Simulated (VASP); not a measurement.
Write the native input for VASP 6.6.1 that does the following.

| Quantity | Value |
| --- | --- |
| Task | single point |
| Functional | BLYP |
| Potentials or basis | VASP PAW PBE potentials, release 64 (In_d) |
| Cutoff | 520 eV |
| k mesh | 11 × 11 × 6 |
| Occupations | fermi-dirac, width 0.1 eV |
| Spin | no spin polarisation |
| Dipole correction | no |
| Further INCAR settings | ALGO = Normal; EDIFF = 1e-07; NBANDS = 20 |

The structure of In lies in POSCAR:

```
In
1.0
    3.5600407404      0.0000000000      0.0000000000
   -1.7800203702      3.0830857197      0.0000000000
    0.0000000000      0.0000000000      5.7212994376
In
2
Direct
    0.3333333333      0.6666666667      0.2500000000
    0.6666666667      0.3333333333      0.7500000000
```

This isn't the form of In at room conditions, which is tetragonal.

One way to write it, as run:

INCAR

```
PREC     = Accurate       # precision mode
ENCUT    = 520            # plane-wave cutoff, eV
EDIFF    = 1E-7           # SCF threshold, eV
ISMEAR   = -1             # smearing method
SIGMA    = 0.1            # smearing width, eV
LREAL    = F              # projectors in reciprocal space
LASPH    = T              # aspherical terms in the spheres
NELM     = 100            # most SCF steps
ALGO     = Normal         # electronic algorithm
ISIF     = 2              # what is computed and relaxed
LWAVE    = F              # write WAVECAR
LCHARG   = F              # write CHGCAR
GGA      = B5             # functional
ALDAX    = 1.0          
AGGAX    = 1.0          
AGGAC    = 1.0          
ALDAC    = 0.0          
NBANDS   = 20             # bands
```

KPOINTS

```
Automatic mesh
0
Gamma
  11 11 6
```

Potentials or basis: VASP PAW PBE potentials, release 64 (In_d).

Command:

```sh
$ cat potpaw_PBE.64/In_d/POTCAR > POTCAR
$ mpirun -np 1 vasp_std > vasp.out
```

It gave:

The pressure is 0.0 GPa. The band gap on the k mesh is zero (bands 13 and 14 overlap by 5.00 eV).

Caveat: the PAW data sets were made with another functional, which shifts forces and pressure a little; spin-orbit coupling is left out, which moves the levels of the heavy elements.

Wall time 37 s on 1 thread of AMD EPYC 9R45 96-Core Processor (Zen 5), with other jobs on the host, peak memory 0.19 GiB.
